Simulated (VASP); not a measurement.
# Ca (Fm-3m) in VASP: further runs

Runs on Ca. Level: PBEsol. Tasks: single point, relaxation of cell and atoms.

Program: VASP 6.6.1. These are calculated values, not measurements. Logs are shortened: lines on timing, memory, paths and dates and some standing lists are left out, and cuts for length are marked.

### 1 The cell of the first run

It takes space group Fm-3m (No. 225, cubic). Conventional cell: a = 5.437 Å, b = 5.437 Å, c = 5.437 Å, α = 90.00°, β = 90.00°, γ = 90.00°. Ca (site symmetry m-3m) has 12 Ca at 3.84 Å within 5.0 Å.

### 2 Single point, PBEsol

INCAR

```
SYSTEM = Ca
PREC = Accurate
ENCUT = 520
EDIFF = 1E-6
ISMEAR = 0
SIGMA = 0.05
LREAL = .FALSE.
LASPH = .TRUE.
NELM = 60
ALGO = Normal
ISIF = 2
LWAVE = .FALSE.
LCHARG = .FALSE.
GGA = PS
NBANDS = 11
```

KPOINTS

```
regular mesh
0
G
  6 6 6
  0 0 0
```

POSCAR

```
Ca
1.0
    0.0000000000      2.7182928137      2.7182928137
    2.7182928137      0.0000000000      2.7182928137
    2.7182928137      2.7182928137      0.0000000000
Ca
1
Direct
    0.0000000000      0.0000000000      0.0000000000
```

Potentials or basis: VASP PAW PBE potentials, release 64 (Ca_sv).

Started as:

```console
$ cat potpaw_PBE.64/Ca_sv/POTCAR > POTCAR
$ mpirun -np 1 vasp_std > vasp.out
```

OUTCAR:

```text
SYSTEM = Ca
   PREC = Accurate
   ENCUT = 520
   EDIFF = 1E-6
   ISMEAR = 0
   LREAL = .FALSE.
   LASPH = .TRUE.
   NELM = 60
   ISIF = 2
   GGA = PS

 ion  position               nearest neighbor table
   1  0.000  0.000  0.000-

  LATTYP: Found a face centered cubic cell.
 ALAT       =     5.4365856274

  Lattice vectors:

 A1 = (   0.0000000000,   2.7182928137,   2.7182928137)
 A2 = (   2.7182928137,   0.0000000000,   2.7182928137)
 A3 = (   2.7182928137,   2.7182928137,   0.0000000000)

Analysis of symmetry for initial positions (statically):
=====================================================================
 Subroutine PRICEL returns:
 Original cell was already a primitive cell.

 Routine SETGRP: Setting up the symmetry group for a
 face centered cubic supercell.

 Subroutine GETGRP returns: Found 48 space group operations
 (whereof 48 operations were pure point group operations)
 out of a pool of 48 trial point group operations.

The static configuration has the point symmetry O_h .

Analysis of symmetry for dynamics (positions and initial velocities):
=====================================================================
 Subroutine PRICEL returns:
 Original cell was already a primitive cell.

 Routine SETGRP: Setting up the symmetry group for a
 face centered cubic supercell.

 Subroutine GETGRP returns: Found 48 space group operations
 (whereof 48 operations were pure point group operations)
 out of a pool of 48 trial point group operations.

The dynamic configuration has the point symmetry O_h .

 Subroutine INISYM returns: Found 48 space group operations
 (whereof 48 operations are pure point group operations),
 and found     1 'primitive' translations

----------------------------------------------------------------------------------------

                                     Primitive cell

  volume of cell :      40.1716

  direct lattice vectors                    reciprocal lattice vectors
     0.000000000  2.718292814  2.718292814    -0.183938977  0.183938977  0.183938977
     2.718292814  0.000000000  2.718292814     0.183938977 -0.183938977  0.183938977
     2.718292814  2.718292814  0.000000000     0.183938977  0.183938977 -0.183938977

  length of vectors
     3.844246564  3.844246564  3.844246564     0.318591654  0.318591654  0.318591654

  position of ions in fractional coordinates (direct lattice)
     0.000000000  0.000000000  0.000000000

  ion indices of the primitive-cell ions
   primitive index   ion index
                 1           1

----------------------------------------------------------------------------------------

 KPOINTS: regular mesh

Automatic generation of k-mesh.
 Grid dimensions read from file:
 generate k-points for:    6    6    6

 Generating k-lattice:

  Cartesian coordinates                     Fractional coordinates (reciprocal lattice)
    -0.030656496  0.030656496  0.030656496     0.166666667  0.000000000  0.000000000
     0.030656496 -0.030656496  0.030656496     0.000000000  0.166666667  0.000000000
     0.030656496  0.030656496 -0.030656496     0.000000000  0.000000000  0.166666667

  Length of vectors
     0.053098609  0.053098609  0.053098609

  Shift w.r.t. Gamma in fractional coordinates (k-lattice)
     0.000000000  0.000000000  0.000000000

 Subroutine IBZKPT returns following result:
 ===========================================

 Found     16 irreducible k-points:

 Following reciprocal coordinates:
            Coordinates               Weight
  0.000000  0.000000  0.000000      1.000000
  0.166667  0.000000  0.000000      8.000000
  0.333333  0.000000  0.000000      8.000000
  0.500000  0.000000  0.000000      4.000000
  0.166667  0.166667  0.000000      6.000000
  0.333333  0.166667  0.000000     24.000000
[... 8 lines left out ...]
 -0.333333  0.333333  0.166667     24.000000
 -0.333333  0.500000  0.166667     12.000000
   k-points           NKPTS =     16   k-points in BZ     NKDIM =     16   number of bands    NBANDS=     11
   number of dos      NEDOS =    301   number of ions     NIONS =      1
   total plane-waves  NPLWV =  27000
   dimension x,y,z NGX =    30 NGY =   30 NGZ =   30
   dimension x,y,z NGXF=    60 NGYF=   60 NGZF=   60
   ions per type =               1
   NGX,Y,Z   is equivalent  to a cutoff of  12.97, 12.97, 12.97 a.u.
   NGXF,Y,Z  is equivalent  to a cutoff of  25.95, 25.95, 25.95 a.u.
 SYSTEM =  Ca
   PREC   = accura    normal or accurate (medium, high low for compatibility)
   ISTART =      0    job   : 0-new  1-cont  2-samecut
   ICHARG =      2    charge: 1-file 2-atom 10-const
   ISPIN  =      1    spin polarized calculation?
   LNONCOLLINEAR =      F non collinear calculations
   LSORBIT =      F    spin-orbit coupling
   LASPH  =      T    aspherical Exc in radial PAW
   ENCUT  =  520.0 eV  38.22 Ry    6.18 a.u.   7.15  7.15  7.15*2*pi/ulx,y,z
   NELM   =     60;   NELMIN=  2; NELMDL= -5     # of ELM steps
   EDIFF  = 0.1E-05   stopping-criterion for ELM
   LREAL  =      F    real-space projection
   EDIFFG = 0.1E-04   stopping-criterion for IOM
   NSW    =      0    number of steps for IOM
   IBRION =     -1    ionic relax: 0-MD 1-quasi-New 2-CG
   NFREE  =      0    steps in history (QN), initial steepest desc. (CG)
   ISIF   =      2    stress and relaxation
   ISYM   =      2    0-nonsym 1-usesym 2-fastsym
   POTIM  = 0.5000    time-step for ionic-motion
   TEBEG  =    0.0;   TEEND  =   0.0 temperature during run
   PSTRESS=    0.0 pullay stress
   NELECT =      10.0000    total number of electrons
   NUPDOWN=      -1.0000    fix difference up-down
   EMIN   =  10.00;   EMAX   =-10.00  energy-range for DOS
   EFERMI =   0.00;   METHOD = LEGACY
   ISMEAR =     0;   SIGMA  =   0.05  broadening in eV -4-tet -1-fermi 0-gaus
   EFERMI_NEDOS =   21; number of points for ismear=-14 and -15
   IALGO  =     38    algorithm
   IMIX   =      4    mixing-type and parameters
     AMIX     =   0.40;   BMIX     =  1.00
     AMIX_MAG =   1.60;   BMIX_MAG =  1.00
  volume/ion in A,a.u.               =      40.17       271.09
  Fermi-wavevector in a.u.,A,eV,Ry     =   1.029837  1.946110 14.429860  1.060565
  Thomas-Fermi vector in A             =   2.163905
   LORBIT       =      0    0 simple, 1 ext, 2 COOP (PROOUT), +10 PAW based schemes
   GGA     = PS    functional components
   LHFCALC =     F    Hartree Fock is set to
   AEXX    =    0.0000 exact exchange contribution
   IVDW    =     0    specifies the selected vdW correction
   LEPSILON=     F    determine dielectric tensor
   LRPA    =     F    only Hartree local field effects (RPA)
 non-spin polarized calculation
 Gauss-broadening in eV      SIGMA  =   0.05
  energy-cutoff  :      520.00
  volume of cell :       40.17
 maximum number of plane-waves:      1106
 NGX is ok and might be reduce to    30
   NGX = 15   NGY = 15   NGZ = 15

 number of electron      10.0000001 magnetization

 Free energy of the ion-electron system (eV)
  ---------------------------------------------------
  ext. energy  EPLUGINS =         0.00000000
  ---------------------------------------------------
  free energy    TOTEN  =        -2.10993734 eV

  energy without entropy =       -2.10720487  energy(sigma->0) =       -2.10857111

 E-fermi :   2.1295     XC(G=0):  -7.9661

 val. band max:        2.0987107622   @ k =  -0.3333   0.3333   0.1667
 cond. band min:       2.1967898753   @ k =  -0.3333   0.3333   0.1667
 fundamental gap:      0.0980791131
 Fermi energy:         2.1294775210

 k-point     1 :       0.0000    0.0000    0.0000
  band No.  band energies     occupation
      1     -39.6394      2.00000
      2     -20.6252      2.00000
      3     -20.6252      2.00000
      4     -20.6252      2.00000
      5      -2.0303      2.00000
      6       4.4785      0.00000
      7       4.4785      0.00000
      8       4.4785      0.00000
      9       5.6202      0.00000
     10       5.6202      0.00000
     11      11.4295      0.00000

 k-point     2 :       0.1667    0.0000    0.0000
  band No.  band energies     occupation
      1     -39.6350      2.00000
      2     -20.6681      2.00000
      3     -20.6311      2.00000
      4     -20.6311      2.00000
      5      -1.5432      2.00000
      6       3.9925      0.00000
      7       4.6201      0.00000
      8       4.6201      0.00000
      9       5.5232      0.00000
     10       5.5232      0.00000
     11      11.1394      0.00000

 k-point     3 :       0.3333    0.0000    0.0000
  band No.  band energies     occupation
      1     -39.6262      2.00000
      2     -20.7526      2.00000
      3     -20.6426      2.00000
      4     -20.6426      2.00000
      5      -0.2388      2.00000
      6       2.9883      0.00000
      7       4.5101      0.00000
      8       4.5101      0.00000
      9       5.9230      0.00000
     10       5.9230      0.00000
     11       8.6709      0.00000

 k-point     4 :       0.5000    0.0000    0.0000
  band No.  band energies     occupation
      1     -39.6218      2.00000
      2     -20.7941      2.00000
      3     -20.6484      2.00000
      4     -20.6484      2.00000
      5       1.0649      2.00000
      6       1.9769      1.99998
      7       4.3570      0.00000
      8       4.3570      0.00000
      9       6.3550      0.00000
     10       6.3550      0.00000
     11       7.5770      0.00000

 k-point     5 :       0.1667    0.1667    0.0000
  band No.  band energies     occupation
      1     -39.6336      2.00000
      2     -20.6668      2.00000
      3     -20.6406      2.00000
      4     -20.6406      2.00000
      5      -1.3840      2.00000
      6       3.8852      0.00000
      7       4.7518      0.00000
      8       4.7518      0.00000
      9       4.9854      0.00000
     10       5.7890      0.00000
     11      12.1947      0.00000
[... 99 lines left out ...]
 k-point    13 :       0.5000    0.5000    0.0000
  band No.  band energies     occupation
      1     -39.6161      2.00000
      2     -20.7841      2.00000
      3     -20.6867      2.00000
      4     -20.6867      2.00000
      5       1.5808      2.00000
      6       2.6231      0.00000
      7       3.1453      0.00000
      8       6.3487      0.00000
      9       6.5504      0.00000
     10       6.5504      0.00000
     11       8.3882      0.00000

 k-point    14 :       0.5000    0.3333    0.1667
  band No.  band energies     occupation
      1     -39.6204      2.00000
      2     -20.7509      2.00000
      3     -20.6936      2.00000
      4     -20.6629      2.00000
      5       0.7912      2.00000
      6       2.9471      0.00000
      7       3.4529      0.00000
      8       5.1415      0.00000
      9       5.7147      0.00000
     10       6.6339      0.00000
     11       8.6286      0.00000

 k-point    15 :      -0.3333    0.3333    0.1667
  band No.  band energies     occupation
      1     -39.6175      2.00000
      2     -20.7561      2.00000
      3     -20.7139      2.00000
      4     -20.6724      2.00000
      5       2.0987      1.61582
      6       2.1968      0.05693
      7       3.2368      0.00000
      8       4.9470      0.00000
      9       6.1649      0.00000
     10       7.0910      0.00000
     11       7.2255      0.00000

 k-point    16 :      -0.3333    0.5000    0.1667
  band No.  band energies     occupation
      1     -39.6160      2.00000
      2     -20.7599      2.00000
      3     -20.7111      2.00000
      4     -20.6879      2.00000
      5       2.0414      1.98731
      6       2.6940      0.00000
      7       2.9428      0.00000
      8       5.1795      0.00000
      9       6.5521      0.00000
     10       7.0750      0.00000
     11       7.6839      0.00000

------------------------ aborting loop because EDIFF is reached ----------------------------------------

  FORCE on cell =-STRESS in cart. coord.  units (eV):
  Direction    XX          YY          ZZ          XY          YZ          ZX
  --------------------------------------------------------------------------------------
  -------------------------------------------------------------------------------------
  Total       -0.0034144     -0.0034144     -0.0034144      0.0000000     -0.0000000     -0.0000000
  in kB       -0.1361780     -0.1361780     -0.1361780      0.0000000     -0.0000000     -0.0000000
  external PRESSURE =      -0.1361780 kB  Pullay stress =       0.0000000 kB

 VOLUME and BASIS-vectors are now :
 -----------------------------------------------------------------------------
  energy-cutoff  :      520.00
  volume of cell :       40.17
      direct lattice vectors                 reciprocal lattice vectors
     0.000000000  2.718292814  2.718292814    -0.183938977  0.183938977  0.183938977
     2.718292814  0.000000000  2.718292814     0.183938977 -0.183938977  0.183938977
     2.718292814  2.718292814  0.000000000     0.183938977  0.183938977 -0.183938977

 POSITION                                       TOTAL-FORCE (eV/Angst)
 -----------------------------------------------------------------------------------
      0.00000      0.00000      0.00000        -0.000000      0.000000      0.000000
 -----------------------------------------------------------------------------------
    total drift:                               -0.000000     -0.000000     -0.000000

  FREE ENERGIE OF THE ION-ELECTRON SYSTEM (eV)
  ---------------------------------------------------
  free  energy   TOTEN  =        -2.1099373407 eV

  energy  without entropy=       -2.1072048724  energy(sigma->0) =       -2.10857111
```

Wall time 5.7 s (1 thread of AMD EPYC 7R13 (Zen 3), shared host); peak memory 0.13 GiB.

What came out:

```
Free energy            : -2.1099 eV
Pressure               : 0.0 GPa
Band gap on the k mesh : zero (band 5 reaches 2.10 eV, above the bottom of band 6 at 1.98 eV)
```

Caveat: the PAW data sets were made with another functional, which shifts forces and pressure a little.

### 3 Relaxation of cell and atoms, PBEsol

This run uses another cell than the first one, of 43.63 Å³/atom, 1.086 times its volume.

INCAR

```
PREC = Accurate ; ENCUT = 600
EDIFF = 1E-6 ; ISMEAR = 0
SIGMA = 0.05 ; LREAL = False
LASPH = True ; NELM = 60
ALGO = Normal ; ISIF = 3
LWAVE = False ; LCHARG = False
GGA = PS ; IBRION = 2
NSW = 80 ; EDIFFG = -0.01
```

KPOINTS

```
Automatic mesh
0
Gamma
  6 6 6
```

POSCAR

```
Ca
1.0
    0.0000000000      2.7942000000      2.7942000000
    2.7942000000      0.0000000000      2.7942000000
    2.7942000000      2.7942000000      0.0000000000
Ca
1
Direct
    0.0000000000      0.0000000000      0.0000000000
```

Potentials or basis: VASP PAW PBE potentials, release 64 (Ca_sv).

Started as:

```console
$ cat potpaw_PBE.64/Ca_sv/POTCAR > POTCAR
$ mpirun -np 1 vasp_std > vasp.out
```

Wall time 17 s (1 thread of AMD EPYC 7R13 (Zen 3), shared host); peak memory 0.16 GiB.

The run converged. Its results:

```yaml
Free_energy: -2.1103 eV
Relaxed_volume: 40.24 Å³/atom
Relaxed_cell: a = 3.846 Å, b = 3.846 Å, c = 3.846 Å, α = 60.00°, β = 60.00°, γ = 60.00°
Space_group_after_relaxing_to_0.05_Å: Fm-3m (No. 225)
Energy_gained_by_relaxing: 14.8 meV/atom
Ionic_steps: 3
Pressure_after_relaxing: 0.0 GPa
Band_gap_on_the_k_mesh: zero (band 5 reaches 2.09 eV, above the bottom of band 6 at 1.97 eV)
```

The path:
```csv
step,energy change (eV),largest force (eV/Å),pressure (GPa),volume (Å³)
1,0.0000,0.0000,-1.31,43.63
2,-0.0128,0.0000,-0.52,41.42
3,-0.0148,0.0000,-0.01,40.24
```

Final structure:
```yaml
crystal:
  lattice:
    - [0.00000, 2.71977, 2.71977]
    - [2.71977, 0.00000, 2.71977]
    - [2.71977, 2.71977, 0.00000]
  atoms:
    - { symbol: Ca, position: [0.00000, 0.00000, 0.00000] }
```

Levels at points of the mesh, in eV from the Fermi level:
```
           k point  band 3  band 4  band 5  band 6  band 7  band 8
(0.00, 0.00, 0.00)  -22.76  -22.76   -4.16    2.35    2.35    2.35
(0.50, 0.00, 0.00)  -22.78  -22.78   -1.06   -0.15    2.23    2.23
(0.50, 0.50, 0.00)  -22.82  -22.82   -0.55    0.49    1.01    4.21
```

Caveat: the PAW data sets were made with another functional, which shifts forces and pressure a little.
